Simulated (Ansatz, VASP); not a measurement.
## GaN: VASP beside Ansatz

```xyz
2
Lattice="0.0000 2.2535 2.2535 2.2535 0.0000 2.2535 2.2535 2.2535 0.0000" Properties=species:S:1:pos:R:3 pbc="T T T"
Ga    0.0000    0.0000    0.0000
N     3.4068    3.4068    3.3803
```

Change from the starting cell: all N atoms moved +0.037 Å, as atom 2 along Cartesian [1 1 0].

Alike in both runs: task single point; functional r2SCAN; k mesh 10 × 10 × 10; occupations gaussian, width 0.05 eV; no spin polarisation.

|  | VASP | Ansatz |
| --- | --- | --- |
| version | VASP 6.6.1 | Ansatz 0.2.0 |
| potentials or method | VASP PAW PBE potentials, release 64 (Ga_d, N), cutoff 520 eV | scalar-relativistic, plane waves, PAW |
| valence electrons in the cell | 18 | 18 |

VASP gave:

| Property | Result |
| --- | --- |
| gap on the k mesh at the Fermi level (eV) | 2.05 |
| least direct gap on the mesh (eV) | 2.05 |
| pressure (GPa) | 0.1 |
| traceless stress, the component that is largest in VASP (GPa) | 1.60 |
| rms of the force components (eV/Å) | 0.281 |

**Question.** What did Ansatz give for the same quantities?

**Answer.** gap on the k mesh at the Fermi level (eV): 2.06; least direct gap on the mesh (eV): 2.06; pressure (GPa): -1.0; traceless stress, the component that is largest in VASP (GPa): 1.50; rms of the force components (eV/Å): 0.274.

VASP's potentials were made for PBE, not for r2SCAN. Atom by atom the forces differ by 0.008 eV/Å (rms over components).
